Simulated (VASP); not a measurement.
Crystal: Ge.

```
Ge
1.0
     0.00000    2.88439    2.88439
     2.88439    0.00000    2.88439
     2.88439    2.88439    0.00000
Ge
2
Direct
  0.75000 0.75000 0.75000
  0.50000 0.50000 0.50000
```

Base run:

| Quantity | Value |
| --- | --- |
| Program | VASP 6.6.1 |
| Functional | RPBE |
| Potentials or basis | VASP PAW PBE potentials, release 64 (Ge_d) |
| Cutoff | 520 eV |
| k mesh | 8 × 8 × 8 |
| Occupations | fermi-dirac, width 0.05 eV |
| Spin | no spin polarisation |

Its results: band gap on the k mesh zero (filled and empty bands touch); pressure 1.3 GPa.

Task: The run is repeated on the same cell with these changes: dispersion from none to D3(BJ). What comes out?

Result: Band gap on the k mesh zero (filled and empty bands touch); pressure -6.8 GPa.

Dispersion adds attraction, which lowers the pressure at fixed volume and, as a term added to the energy, leaves the levels alone.

Caveats: the PAW data sets were made with another functional, which shifts forces and pressure a little; pairwise dispersion overbinds metals, which lowers pressure and volume (some runs).
